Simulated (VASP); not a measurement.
# HfC (Fm-3m) in VASP: single point with revPBE

Aim: the single point of HfC with revPBE.

Everything below comes from runs of VASP 6.6.1. Logs are shortened: lines on timing, memory, paths and dates and some standing lists are left out, and cuts for length are marked.

## Step 1: The cell of the first run

It takes space group Fm-3m (No. 225, cubic). The conventional cell has a = 4.573 Å, b = 4.573 Å, c = 4.573 Å, α = 90.00°, β = 90.00°, γ = 90.00°. Hf (site symmetry m-3m) has 6 C at 2.29 Å within 3.0 Å. C (site symmetry m-3m) has 6 Hf at 2.29 Å within 3.0 Å.

## Step 2: Single point, revPBE

Contents of INCAR:

```
SYSTEM = HfC
PREC = Accurate
ENCUT = 520
EDIFF = 1E-7
ISMEAR = 0
SIGMA = 0.1
LREAL = .FALSE.
LASPH = .TRUE.
NELM = 60
ALGO = Normal
ISIF = 2
LWAVE = .FALSE.
LCHARG = .FALSE.
GGA = RE
NBANDS = 14
```

Contents of KPOINTS:

```
Automatic mesh
0
G
  16 16 16
  0 0 0
```

Contents of POSCAR:

```
HfC
1.0
    0.0000000000      2.2864050000      2.2864050000
    2.2864050000      0.0000000000      2.2864050000
    2.2864050000      2.2864050000      0.0000000000
Hf C
1 1
Direct
    0.5000000000      0.5000000000      0.5000000000
    0.0000000000      0.0000000000      0.0000000000
```

Potentials or basis: VASP PAW PBE potentials, release 64 (Hf_pv, C).

Started as:

```sh
$ cat potpaw_PBE.64/Hf_pv/POTCAR potpaw_PBE.64/C/POTCAR > POTCAR
$ mpirun -np 1 vasp_std > vasp.out
```

OUTCAR:

```text
SYSTEM = HfC
   PREC = Accurate
   ENCUT = 520
   EDIFF = 1E-7
   ISMEAR = 0
   LREAL = .FALSE.
   LASPH = .TRUE.
   NELM = 60
   ISIF = 2
   GGA = RE

 ion  position               nearest neighbor table
   1  0.500  0.500  0.500-   2 2.29   2 2.29   2 2.29   2 2.29   2 2.29   2 2.29
   2  0.000  0.000  0.000-   1 2.29   1 2.29   1 2.29   1 2.29   1 2.29   1 2.29

  LATTYP: Found a face centered cubic cell.
 ALAT       =     4.5728100000

  Lattice vectors:

 A1 = (   0.0000000000,   2.2864050000,   2.2864050000)
 A2 = (   2.2864050000,   0.0000000000,   2.2864050000)
 A3 = (   2.2864050000,   2.2864050000,   0.0000000000)

Analysis of symmetry for initial positions (statically):
=====================================================================
 Subroutine PRICEL returns:
 Original cell was already a primitive cell.

 Routine SETGRP: Setting up the symmetry group for a
 face centered cubic supercell.

 Subroutine GETGRP returns: Found 48 space group operations
 (whereof 48 operations were pure point group operations)
 out of a pool of 48 trial point group operations.

The static configuration has the point symmetry O_h .

Analysis of symmetry for dynamics (positions and initial velocities):
=====================================================================
 Subroutine PRICEL returns:
 Original cell was already a primitive cell.

 Routine SETGRP: Setting up the symmetry group for a
 face centered cubic supercell.

 Subroutine GETGRP returns: Found 48 space group operations
 (whereof 48 operations were pure point group operations)
 out of a pool of 48 trial point group operations.

The dynamic configuration has the point symmetry O_h .

 Subroutine INISYM returns: Found 48 space group operations
 (whereof 48 operations are pure point group operations),
 and found     1 'primitive' translations

----------------------------------------------------------------------------------------

                                     Primitive cell

  volume of cell :      23.9050

  direct lattice vectors                    reciprocal lattice vectors
     0.000000000  2.286405000  2.286405000    -0.218683916  0.218683916  0.218683916
     2.286405000  0.000000000  2.286405000     0.218683916 -0.218683916  0.218683916
     2.286405000  2.286405000  0.000000000     0.218683916  0.218683916 -0.218683916

  length of vectors
     3.233464960  3.233464960  3.233464960     0.378771654  0.378771654  0.378771654

  position of ions in fractional coordinates (direct lattice)
[... 83 lines left out ...]
   IBRION =     -1    ionic relax: 0-MD 1-quasi-New 2-CG
   NFREE  =      0    steps in history (QN), initial steepest desc. (CG)
   ISIF   =      2    stress and relaxation
   ISYM   =      2    0-nonsym 1-usesym 2-fastsym
   POTIM  = 0.5000    time-step for ionic-motion
   TEBEG  =    0.0;   TEEND  =   0.0 temperature during run
   PSTRESS=    0.0 pullay stress
   NELECT =      14.0000    total number of electrons
   NUPDOWN=      -1.0000    fix difference up-down
   EMIN   =  10.00;   EMAX   =-10.00  energy-range for DOS
   EFERMI =   0.00;   METHOD = LEGACY
   ISMEAR =     0;   SIGMA  =   0.10  broadening in eV -4-tet -1-fermi 0-gaus
   EFERMI_NEDOS =   21; number of points for ismear=-14 and -15
   IALGO  =     38    algorithm
   IMIX   =      4    mixing-type and parameters
     AMIX     =   0.40;   BMIX     =  1.00
     AMIX_MAG =   1.60;   BMIX_MAG =  1.00
  volume/ion in A,a.u.               =      11.95        80.66
  Fermi-wavevector in a.u.,A,eV,Ry     =   1.369686  2.588331 25.525070  1.876040
  Thomas-Fermi vector in A             =   2.495539
   LORBIT       =      0    0 simple, 1 ext, 2 COOP (PROOUT), +10 PAW based schemes
   GGA     = RE    functional components
   LHFCALC =     F    Hartree Fock is set to
   AEXX    =    0.0000 exact exchange contribution
   IVDW    =     0    specifies the selected vdW correction
   LEPSILON=     F    determine dielectric tensor
   LRPA    =     F    only Hartree local field effects (RPA)
 non-spin polarized calculation
 Gauss-broadening in eV      SIGMA  =   0.10
  energy-cutoff  :      520.00
  volume of cell :       23.91
 maximum number of plane-waves:       660
   NGX = 13   NGY = 13   NGZ = 13

 number of electron      14.0000000 magnetization

 Free energy of the ion-electron system (eV)
  ---------------------------------------------------
  ext. energy  EPLUGINS =         0.00000000
  ---------------------------------------------------
  free energy    TOTEN  =       -20.22525411 eV

  energy without entropy =      -20.22306515  energy(sigma->0) =      -20.22415963

 E-fermi :   6.4042     XC(G=0): -12.4919

 val. band max:        6.3941988299   @ k =   0.1250   0.1250   0.0000
 cond. band min:       6.4063976537   @ k =   0.4375   0.3750   0.0000
 fundamental gap:      0.0121988238
 Fermi energy:         6.4042219796

 k-point     1 :       0.0000    0.0000    0.0000
  band No.  band energies     occupation
      1     -22.9274      2.00000
      2     -22.9274      2.00000
      3     -22.9274      2.00000
      4      -6.1749      2.00000
      5       7.4515      0.00000
      6       7.4515      0.00000
      7       7.4515      0.00000
      8       7.8507      0.00000
      9       7.8507      0.00000
     10       7.8507      0.00000
     11       9.9818      0.00000
     12       9.9818      0.00000
     13      13.8485      0.00000
     14      17.5525      0.00000
[... 377 lines left out ...]
      1     -23.0072      2.00000
      2     -22.9490      2.00000
      3     -22.9295      2.00000
      4      -5.8953      2.00000
      5       6.0155      2.00000
      6       6.3095      1.81974
      7       6.4380      0.63276
      8       8.0211      0.00000
      9       8.7002      0.00000
     10       8.7215      0.00000
     11      10.6148      0.00000
     12      11.5513      0.00000
     13      14.4400      0.00000
     14      18.3248      0.00000

 [... further k-points ...]
[... 5 lines left out ...]
  --------------------------------------------------------------------------------------
  -------------------------------------------------------------------------------------
  Total        2.3660519      2.3660519      2.3660519     -0.0000000      0.0000000      0.0000000
  in kB      158.5788906    158.5788906    158.5788906     -0.0000000      0.0000000      0.0000000
  external PRESSURE =     158.5788906 kB  Pullay stress =       0.0000000 kB

 VOLUME and BASIS-vectors are now :
 -----------------------------------------------------------------------------
  energy-cutoff  :      520.00
  volume of cell :       23.91
      direct lattice vectors                 reciprocal lattice vectors
     0.000000000  2.286405000  2.286405000    -0.218683916  0.218683916  0.218683916
     2.286405000  0.000000000  2.286405000     0.218683916 -0.218683916  0.218683916
     2.286405000  2.286405000  0.000000000     0.218683916  0.218683916 -0.218683916

 POSITION                                       TOTAL-FORCE (eV/Angst)
 -----------------------------------------------------------------------------------
      2.28640      2.28640      2.28640         0.000000      0.000000      0.000000
      0.00000      0.00000      0.00000         0.000000      0.000000     -0.000000
 -----------------------------------------------------------------------------------
    total drift:                                0.000000     -0.000000      0.000000

  FREE ENERGIE OF THE ION-ELECTRON SYSTEM (eV)
  ---------------------------------------------------
  free  energy   TOTEN  =       -20.2252541127 eV

  energy  without entropy=      -20.2230651529  energy(sigma->0) =      -20.22415963
```

stdout:

```text
POSCAR found type information on POSCAR HfC
 POSCAR found :  2 types and       2 ions
 scaLAPACK will be used
 -----------------------------------------------------------------------------
|                                                                             |
|                                                                             |
|     You enforced a specific xc type in the INCAR file but a different       |
|     I HOPE YOU KNOW WHAT YOU ARE DOING!                                     |
|                                                                             |
 -----------------------------------------------------------------------------

 LDA part: xc-table for (Slater+PW92), standard interpolation
 POSCAR, INCAR and KPOINTS ok, starting setup
 FFT: planning ... GRIDC
 FFT: planning ... GRID_SOFT
 FFT: planning ... GRID
 WAVECAR not read
 entering main loop
```

It took 43 s on 1 thread of Intel Xeon 8259CL, shared host; peak memory 0.18 GiB.

Results:

```
Free energy            : -20.2253 eV
Pressure               : 15.9 GPa
Band gap on the k mesh : zero (band 7 reaches 7.45 eV, above the bottom of band 8 at 6.00 eV)
```

Caveat: the PAW data sets were made with another functional, which shifts forces and pressure a little; spin-orbit coupling is left out, which moves the levels of the heavy elements.
